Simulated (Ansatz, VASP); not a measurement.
## Pd in VASP and in Ansatz

```
Pd
1.0
     2.45916    0.00000    0.00000
     0.00000    2.45916    0.00000
     0.00000    0.00000    2.45916
Pd
1
Direct
  0.00000 0.00000 0.00000
```

Alike in both runs: task single point; functional PBEsol; k mesh 14 × 14 × 14; occupations fermi-dirac, width 0.05 eV; collinear spin.

|  | VASP | Ansatz |
| --- | --- | --- |
| version | VASP 6.6.1 | Ansatz 0.2.0 |
| potentials or method | VASP PAW PBE potentials, release 64 (Pd), cutoff 520 eV | plane waves (420 eV) with PAW, scalar-relativistic |
| valence electrons in the cell | 10 | 18 |

```tsv
	VASP	Ansatz	Ansatz less VASP
pressure (GPa)	25.6	26.4	+0.75
net moment per atom (μB)	0.00	0.00	0.000
```

VASP's potentials were made for PBE, not for PBEsol, and Ansatz warns of the same on its side. With one functional, cell and mesh, what is left measures potentials, basis and numerics. VASP's potentials hold 10 valence electrons a cell and Ansatz's 18, so a difference there can come from the potentials and not from the codes. Ansatz's warnings: seeded moment not kept.
